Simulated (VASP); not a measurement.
# Si2Mo (I4/mmm) in VASP: relaxation of cell and atoms with PBEsol

Aim: the relaxation of cell and atoms of Si2Mo with PBEsol.

Everything below comes from runs of VASP 6.6.1. Logs are shortened: lines on timing, memory, paths and dates and some standing lists are left out, and cuts for length are marked.

### Step 1. The cell of the first run

It takes space group I4/mmm (No. 139, tetragonal). Conventional cell: a = 3.217 Å, b = 3.217 Å, c = 7.873 Å, α = 90.00°, β = 90.00°, γ = 90.00°. Within 3.4 Å of Si (site symmetry 4mm) lie 9 Si at 2.60 to 3.22 Å and 5 Mo at 2.62 to 2.64 Å. Within 3.5 Å of Mo (site symmetry 4/mmm) lie 10 Si at 2.62 to 2.64 Å and 4 Mo at 3.22 Å.

### Step 2. Relaxation of cell and atoms, PBEsol

INCAR reads:

```
SYSTEM = Si2Mo
PREC = Accurate
ENCUT = 600
EDIFF = 1E-7
ISMEAR = 0
SIGMA = 0.1
LREAL = .False.
LASPH = .True.
NELM = 100
ALGO = Normal
ISIF = 3
LWAVE = .False.
LCHARG = .False.
GGA = PS
IBRION = 2
NSW = 70
EDIFFG = -0.005
```

KPOINTS reads:

```
Automatic mesh
0
Gamma
  18 18 18
  0 0 0
```

POSCAR reads:

```
Si2Mo
1.0
   -1.6084236952      1.6084236952      3.9365098873
    1.6084236952     -1.6084236952      3.9365098873
    1.6084236952      1.6084236952     -3.9365098873
Si Mo
2 1
Direct
    0.3350991250      0.3350991250      0.0000000000
    0.6649008750      0.6649008750      0.0000000000
    0.0000000000      0.0000000000      0.0000000000
```

Potentials or basis: VASP PAW PBE potentials, release 64 (Si, Mo_sv).

The run is started by

```
$ cat potpaw_PBE.64/Si/POTCAR potpaw_PBE.64/Mo_sv/POTCAR > POTCAR
$ mpirun -np 1 vasp_std > vasp.out
```

OUTCAR:

```text
SYSTEM = Si2Mo
   PREC = Accurate
   ENCUT = 600
   EDIFF = 1E-7
   ISMEAR = 0
   LREAL = .False.
   LASPH = .True.
   NELM = 100
   ISIF = 3
   GGA = PS
   IBRION = 2
   NSW = 70
   EDIFFG = -0.005

 ion  position               nearest neighbor table
   1  0.335  0.335  0.000-   2 2.60   3 2.62   3 2.62   3 2.62   3 2.62   3 2.64   2 2.64   2 2.64
                             2 2.64   2 2.64
   2  0.665  0.665  0.000-   1 2.60   3 2.62   3 2.62   3 2.62   3 2.62   3 2.64   1 2.64   1 2.64
                             1 2.64   1 2.64
   3  0.000  0.000  0.000-   2 2.62   1 2.62   2 2.62   1 2.62   2 2.62   1 2.62   1 2.62   2 2.62
                             1 2.64   2 2.64

  LATTYP: Found a body centered tetragonal cell.
 ALAT       =     3.2168473904
 C/A-ratio  =     2.4474334089

  Lattice vectors:

 A1 = (  -1.6084236952,   1.6084236952,   3.9365098873)
 A2 = (   1.6084236952,  -1.6084236952,   3.9365098873)
 A3 = (   1.6084236952,   1.6084236952,  -3.9365098873)

Analysis of symmetry for initial positions (statically):
=====================================================================
 Subroutine PRICEL returns:
 Original cell was already a primitive cell.

 Routine SETGRP: Setting up the symmetry group for a
 body centered tetragonal supercell.

 Subroutine GETGRP returns: Found 16 space group operations
 (whereof 16 operations were pure point group operations)
 out of a pool of 16 trial point group operations.

The static configuration has the point symmetry D_4h.

Analysis of symmetry for dynamics (positions and initial velocities):
=====================================================================
 Subroutine PRICEL returns:
 Original cell was already a primitive cell.

 Routine SETGRP: Setting up the symmetry group for a
 body centered tetragonal supercell.

 Subroutine GETGRP returns: Found 16 space group operations
 (whereof 16 operations were pure point group operations)
 out of a pool of 16 trial point group operations.

The dynamic configuration has the point symmetry D_4h.

 Subroutine INISYM returns: Found 16 space group operations
 (whereof 16 operations are pure point group operations),
 and found     1 'primitive' translations

----------------------------------------------------------------------------------------

                                     Primitive cell

  volume of cell :      40.7354

  direct lattice vectors                    reciprocal lattice vectors
    -1.608423695  1.608423695  3.936509887     0.000000000  0.310863364  0.127016066
     1.608423695 -1.608423695  3.936509887     0.310863364  0.000000000  0.127016066
     1.608423695  1.608423695 -3.936509887     0.310863364  0.310863364  0.000000000

  length of vectors
     4.546445167  4.546445167  4.546445167     0.335811125  0.335811125  0.439627185

  position of ions in fractional coordinates (direct lattice)
     0.335099125  0.335099125  0.000000000
     0.664900875  0.664900875  0.000000000
     0.000000000  0.000000000  0.000000000

  ion indices of the primitive-cell ions
   primitive index   ion index
                 1           1
                 2           2
                 3           3

----------------------------------------------------------------------------------------

 KPOINTS: Automatic mesh

Automatic generation of k-mesh.
 Grid dimensions read from file:
 generate k-points for:   18   18   18

 Generating k-lattice:

  Cartesian coordinates                     Fractional coordinates (reciprocal lattice)
     0.000000000  0.017270187  0.007056448     0.055555556  0.000000000 -0.000000000
     0.017270187  0.000000000  0.007056448     0.000000000  0.055555556 -0.000000000
     0.017270187  0.017270187  0.000000000     0.000000000  0.000000000  0.055555556

  Length of vectors
     0.018656174  0.018656174  0.024423732

  Shift w.r.t. Gamma in fractional coordinates (k-lattice)
     0.000000000  0.000000000  0.000000000

 Subroutine IBZKPT returns following result:
 ===========================================

 Found    480 irreducible k-points:

 Following reciprocal coordinates:
            Coordinates               Weight
  0.000000  0.000000  0.000000      1.000000
  0.055556  0.000000  0.000000      8.000000
  0.111111  0.000000  0.000000      8.000000
  0.166667  0.000000  0.000000      8.000000
  0.222222  0.000000 -0.000000      8.000000
  0.277778  0.000000  0.000000      8.000000
[... 16 lines left out ...]
 -0.277778  0.055556  0.000000     16.000000
 -0.222222  0.055556  0.000000     16.000000
 [... further k-points ...]
   k-points           NKPTS =    480   k-points in BZ     NKDIM =    480   number of bands    NBANDS=     15
   number of dos      NEDOS =    301   number of ions     NIONS =      3
   total plane-waves  NPLWV =  46656
   dimension x,y,z NGX =    36 NGY =   36 NGZ =   36
   dimension x,y,z NGXF=    72 NGYF=   72 NGZF=   72
   ions per type =               2   1
   NGX,Y,Z   is equivalent  to a cutoff of  13.16, 13.16, 13.16 a.u.
   NGXF,Y,Z  is equivalent  to a cutoff of  26.33, 26.33, 26.33 a.u.
 SYSTEM =  Si2Mo
   PREC   = accura    normal or accurate (medium, high low for compatibility)
   ISTART =      0    job   : 0-new  1-cont  2-samecut
   ICHARG =      2    charge: 1-file 2-atom 10-const
   ISPIN  =      1    spin polarized calculation?
   LNONCOLLINEAR =      F non collinear calculations
   LSORBIT =      F    spin-orbit coupling
   LASPH  =      T    aspherical Exc in radial PAW
   ENCUT  =  600.0 eV  44.10 Ry    6.64 a.u.   9.08  9.08  9.08*2*pi/ulx,y,z
   NELM   =    100;   NELMIN=  2; NELMDL= -5     # of ELM steps
   EDIFF  = 0.1E-06   stopping-criterion for ELM
   LREAL  =      F    real-space projection
   EDIFFG = -.5E-02   stopping-criterion for IOM
   NSW    =     70    number of steps for IOM
   IBRION =      2    ionic relax: 0-MD 1-quasi-New 2-CG
   NFREE  =      1    steps in history (QN), initial steepest desc. (CG)
   ISIF   =      3    stress and relaxation
   ISYM   =      2    0-nonsym 1-usesym 2-fastsym
   POTIM  = 0.5000    time-step for ionic-motion
   TEBEG  =    0.0;   TEEND  =   0.0 temperature during run
   PSTRESS=    0.0 pullay stress
   NELECT =      22.0000    total number of electrons
   NUPDOWN=      -1.0000    fix difference up-down
   EMIN   =  10.00;   EMAX   =-10.00  energy-range for DOS
   EFERMI =   0.00;   METHOD = LEGACY
   ISMEAR =     0;   SIGMA  =   0.10  broadening in eV -4-tet -1-fermi 0-gaus
   EFERMI_NEDOS =   21; number of points for ismear=-14 and -15
   IALGO  =     38    algorithm
   IMIX   =      4    mixing-type and parameters
     AMIX     =   0.40;   BMIX     =  1.00
     AMIX_MAG =   1.60;   BMIX_MAG =  1.00
  volume/ion in A,a.u.               =      13.58        91.63
  Fermi-wavevector in a.u.,A,eV,Ry     =   1.333189  2.519361 24.182889  1.777392
  Thomas-Fermi vector in A             =   2.462066
   LORBIT       =      0    0 simple, 1 ext, 2 COOP (PROOUT), +10 PAW based schemes
   GGA     = PS    functional components
   LHFCALC =     F    Hartree Fock is set to
   AEXX    =    0.0000 exact exchange contribution
   IVDW    =     0    specifies the selected vdW correction
   LEPSILON=     F    determine dielectric tensor
   LRPA    =     F    only Hartree local field effects (RPA)
 conjugate gradient relaxation of ions
 non-spin polarized calculation
 Gauss-broadening in eV      SIGMA  =   0.10
  energy-cutoff  :      600.00
  volume of cell :       40.74
 maximum number of plane-waves:      1384
   NGX = 19   NGY = 19   NGZ = 19

--------------------------------------- Ionic step        1  -------------------------------------------

 number of electron      22.0000000 magnetization

 Free energy of the ion-electron system (eV)
  ---------------------------------------------------
  ext. energy  EPLUGINS =         0.00000000
  ---------------------------------------------------
  free energy    TOTEN  =       -25.06770764 eV

  energy without entropy =      -25.06652765  energy(sigma->0) =      -25.06711765

------------------------ aborting loop because EDIFF is reached ----------------------------------------

  FORCE on cell =-STRESS in cart. coord.  units (eV):
  Direction    XX          YY          ZZ          XY          YZ          ZX
  --------------------------------------------------------------------------------------
  -------------------------------------------------------------------------------------
  Total       -1.1625070     -1.1625070     -1.1616673      0.0000000      0.0000000     -0.0000000
  in kB      -45.7229137    -45.7229137    -45.6898870      0.0000000      0.0000000     -0.0000000
  external PRESSURE =     -45.7119048 kB  Pullay stress =       0.0000000 kB
[... 244 lines left out ...]
  energy  without entropy=      -25.0792667045  energy(sigma->0) =      -25.07985822

--------------------------------------- Ionic step        8  -------------------------------------------

 number of electron      22.0000000 magnetization

 Free energy of the ion-electron system (eV)
  ---------------------------------------------------
  ext. energy  EPLUGINS =         0.00000000
  ---------------------------------------------------
  free energy    TOTEN  =       -25.08045160 eV

  energy without entropy =      -25.07926783  energy(sigma->0) =      -25.07985972

 E-fermi :  12.3134     XC(G=0): -12.5547

 val. band max:       12.3124955631   @ k =  -0.3333  -0.3333   0.2778
 cond. band min:      12.3170902666   @ k =  -0.0556   0.0556   0.0000
 fundamental gap:      0.0045947035
 Fermi energy:        12.3134033942

 k-point     1 :       0.0000    0.0000    0.0000
  band No.  band energies     occupation
      1     -48.2956      2.00000
      2     -22.4854      2.00000
      3     -22.4029      2.00000
      4     -22.4029      2.00000
      5      -1.1738      2.00000
      6       5.8532      2.00000
      7       8.9189      2.00000
      8       9.1796      2.00000
      9       9.6764      2.00000
     10       9.6764      2.00000
     11      12.6940      0.00000
     12      15.4515      0.00000
     13      15.5382      0.00000
     14      15.8650      0.00000
     15      15.8650      0.00000
[... 397 lines left out ...]
 k-point    24 :      -0.2222    0.0556    0.0000
  band No.  band energies     occupation
      1     -48.2870      2.00000
      2     -22.5142      2.00000
      3     -22.4751      2.00000
      4     -22.4004      2.00000
      5      -0.2988      2.00000
      6       5.9365      2.00000
      7       7.2297      2.00000
      8       9.0349      2.00000
      9       9.6818      2.00000
     10      10.4872      2.00000
     11      10.9993      2.00000
     12      14.1754      0.00000
     13      14.5705      0.00000
     14      16.4432      0.00000
     15      16.7082      0.00000

 [... further k-points ...]

------------------------ aborting loop because EDIFF is reached ----------------------------------------

  FORCE on cell =-STRESS in cart. coord.  units (eV):
  Direction    XX          YY          ZZ          XY          YZ          ZX
  --------------------------------------------------------------------------------------
  -------------------------------------------------------------------------------------
  Total       -0.0042983     -0.0042983     -0.0097222      0.0000000      0.0000000     -0.0000000
  in kB       -0.1727603     -0.1727603     -0.3907594      0.0000000      0.0000000     -0.0000000
  external PRESSURE =      -0.2454267 kB  Pullay stress =       0.0000000 kB
[... 18 lines left out ...]
  FREE ENERGIE OF THE ION-ELECTRON SYSTEM (eV)
  ---------------------------------------------------
  free  energy   TOTEN  =       -25.0804516011 eV

  energy  without entropy=      -25.0792678290  energy(sigma->0) =      -25.07985972

 reached required accuracy - stopping structural energy minimisation
```

It used 1400 s of CPU time on 1 thread of Intel(R) Xeon(R) Platinum 8488C (Sapphire Rapids), with other jobs on the host.

Results:

| Property | Result |
| --- | --- |
| Free energy | -25.0805 eV |
| Relaxed volume | 13.29 Å³/atom |
| Relaxed cell | a = 4.517 Å, b = 4.517 Å, c = 4.517 Å, α = 138.62°, β = 138.62°, γ = 59.96° |
| Space group after relaxing (to 0.05 Å) | I4/mmm (No. 139) |
| Energy gained by relaxing | 4.2 meV/atom |
| Ionic steps | 8 |
| Pressure after relaxing | 0.0 GPa |
| Largest force after relaxing | 0.004 eV/Å |
| Band gap on the k mesh | zero (band 11 reaches 12.80 eV, above the bottom of band 12 at 11.85 eV) |

Forces on the atoms (eV/Å):
```
Si   0.000  0.000 -0.004
Si   0.000  0.000  0.004
Mo   0.000  0.000  0.000
```

The path:
```tsv
step	energy change (eV)	largest force (eV/Å)	pressure (GPa)	volume (Å³)
1	0.0000	0.0427	-4.57	40.74
2	0.0227	0.1396	8.46	38.49
3	-0.0126	0.0221	-0.05	39.88
4	-0.0126	0.0235	0.05	39.86
5	-0.0127	0.0026	0.05	39.85
6	-0.0127	0.0079	0.05	39.85
7	-0.0127	0.0002	-0.07	39.87
8	-0.0127	0.0038	-0.02	39.86
```

Final structure:
```
CELL_PARAMETERS angstrom
-1.59599 1.59599 3.91241
1.59599 -1.59599 3.91241
1.59599 1.59599 -3.91241
ATOMIC_POSITIONS crystal
Si 0.33508 0.33508 0.00000
Si 0.66492 0.66492 0.00000
Mo 0.00000 0.00000 0.00000
```

Caveat: the PAW data sets were made with another functional, which shifts forces and pressure a little.
